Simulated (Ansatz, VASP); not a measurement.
## One calculation of BN, two programs

The input INCAR:

```
  ALGO = Normal
  EDIFF = 1E-6
  ENCUT = 520
  GGA = PE
  ISIF = 2
  ISMEAR = -1
  LASPH = True
  LCHARG = False
  LREAL = False
  LWAVE = False
  NBANDS = 11
  NELM = 80
  PREC = Accurate
  SIGMA = 0.02
```

KPOINTS

```
k-points
0
Gamma
  12 12 12
```

Contents of POSCAR:

```
BN
1.0
    0.0000000000      1.7807424705      1.7056900167
    1.7807424705      0.0000000000      1.7056900167
    1.7807424705      1.7807424705      0.0000000000
B N
1 1
Direct
    0.0000000000      0.0000000000      0.0000000000
    0.5000000000      0.5000000000      0.5000000000
```

Input for Ansatz:

```yaml
crystal:
  lattice:
    - [0.0, 1.7807424705, 1.7056900167]
    - [1.7807424705, 0.0, 1.7056900167]
    - [1.7807424705, 1.7807424705, 0.0]
  atoms:
    - { symbol: B, position: [0.0, 0.0, 0.0] }
    - { symbol: "N", position: [0.5, 0.5, 0.5] }
kpoints:
  mp_grid: { grid: [12, 12, 12] }
  band_path:
    path:
      - [0.0, 0.0, 0.0]
      - [0.5, 0.0, 0.5]
      - [0.625, 0.25, 0.625]
      - [0.375, 0.375, 0.75]
      - [0.5, 0.5, 0.5]
      - [0.5, 0.25, 0.75]
      - [0.151042, 0.151042, 0.302083]
      - [0.5, 0.5, 0.0]
    npoints: 1
hamiltonian:
  xc: pbe
scf:
  occupations: { method: fermi_dirac, width: 0.02 }
  n_extra_bands: 4
output:
  forces: true
  stress: true
  eigenvalues: true
```

Change from the starting cell: epitaxial_xy strain +2.0%.

Alike in both runs: task single point; functional PBE; k mesh 12 × 12 × 12; occupations fermi-dirac, width 0.02 eV; no spin polarisation.

```csv
,VASP,Ansatz
version,VASP 6.6.1,Ansatz 0.2.0
potentials or method,"VASP PAW PBE potentials, release 64 (B, N)","plane waves, PAW"
plane-wave cutoff (eV),520,420
valence electrons in the cell,8,8
```

```tsv
	VASP	Ansatz	Ansatz less VASP
pressure (GPa)	-1.3	-1.3	+0.08
traceless stress, the component that is largest in VASP (GPa)	5.99	5.91	-0.087
```
